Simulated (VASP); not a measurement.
Crystal: Hf.

```
CELL_PARAMETERS angstrom
-1.80500 1.80500 1.80500
1.80500 -1.80500 1.80500
1.80500 1.80500 -1.80500
ATOMIC_POSITIONS crystal
Hf 0.00000 0.00000 0.00000
```

Base run:

```yaml
Program: VASP 6.6.1
Functional: PBE
Potentials_or_basis: VASP PAW PBE potentials, release 64 (Hf_pv)
Cutoff: 520 eV
k_mesh: 16 × 16 × 16
Occupations: fermi-dirac, width 0.08 eV
Spin: no spin polarisation
```

Its results: band gap on the k mesh zero (band 5 reaches 5.73 eV, above the bottom of band 6 at 3.55 eV); pressure -5.1 GPa.

**Question.** The run is repeated on the same cell with these changes: dispersion from none to D4. What comes out?

**Answer.** Band gap on the k mesh zero (band 5 reaches 5.73 eV, above the bottom of band 6 at 3.55 eV); pressure -6.5 GPa.

Dispersion adds attraction, which lowers the pressure at fixed volume and, as a term added to the energy, leaves the levels alone.

Caveats: spin-orbit coupling is left out, which moves the levels of the heavy elements; pairwise dispersion overbinds metals, which lowers pressure and volume (some runs).
